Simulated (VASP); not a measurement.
Runs of VASP 6.6.1 on Si2Mo. The structure is that of space group I4/mmm (No. 139), or close to it. The cells are those of the table. 

```csv
cell,gap on the mesh (eV),pressure (GPa),largest force (eV/Å)
"a = 4.738 Å, angles 141.6, 141.6, 55.4°, 3 atoms",none,0.4,0.13
"a = 4.934 Å, angles 144.3, 144.3, 51.4°, 3 atoms",none,(a),0.29
"a = 4.642 Å, angles 140.1, 140.1, 57.6°, 3 atoms",none,-0.1,0.05
"a = 4.471 Å, angles 137.2, 137.2, 62.1°, 3 atoms",none,(b),0.03
"a = 4.271 Å, angles 133.2, 133.2, 68.4°, 3 atoms",none,9.9,0.23
"a = 4.397 Å, angles 135.8, 135.8, 64.3°, 3 atoms",none,3.4,0.02
```

Alike in all rows: task single point; level PBE; potentials or basis VASP PAW PBE potentials, release 64 (Si, Mo_sv); no spin polarisation; k mesh 22 × 22 × 22; cutoff (eV) 520; smearing gaussian 0.15 eV.

Task: Estimate the missing entries.

Result: (a) 2.8; (b) 1.3.

Caveats: the stress differs along the axes, from -20 to 10 GPa (at least some runs); the stress differs along the axes, from -28 to 18 GPa (at least some runs); the stress differs along the axes, from -11 to 6 GPa (at least some runs); the stress differs along the axes, from -4 to 12 GPa (at least some runs); the stress differs along the axes, from -14 to 57 GPa (at least some runs); the stress differs along the axes, from -8 to 27 GPa (at least some runs).

A k mesh can miss the band edges, and the runs leave out spin-orbit coupling on Mo.

A gap of «none» marks levels without a gap at the run's occupations.
